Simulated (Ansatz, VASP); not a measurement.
**C: VASP beside Ansatz**

```
CELL_PARAMETERS angstrom
0.00000 1.78337 1.78337
1.78337 0.00000 1.78337
1.78337 1.78337 0.00000
ATOMIC_POSITIONS crystal
C 0.00000 0.00000 0.00000
C 0.25000 0.25000 0.25000
```

Alike in both runs: task single point; functional PBE; k mesh 8 × 8 × 8; occupations gaussian, width 0.02 eV; no spin polarisation.

|  | VASP | Ansatz |
| --- | --- | --- |
| version | VASP 6.6.1 | Ansatz 0.2.0 |
| potentials or method | VASP PAW PBE potentials, release 64 (C), cutoff 600 eV | scalar-relativistic, plane waves, PAW |
| valence electrons in the cell | 8 | 8 |

Ansatz gave:

```
gap on the k mesh at the Fermi level (eV) : 4.14
least direct gap on the mesh (eV)         : 5.59
pressure (GPa)                            : 1.8
```

**Question.** Which values does VASP return?

**Answer.** gap on the k mesh at the Fermi level (eV): 4.13; least direct gap on the mesh (eV): 5.59; pressure (GPa): 1.8.
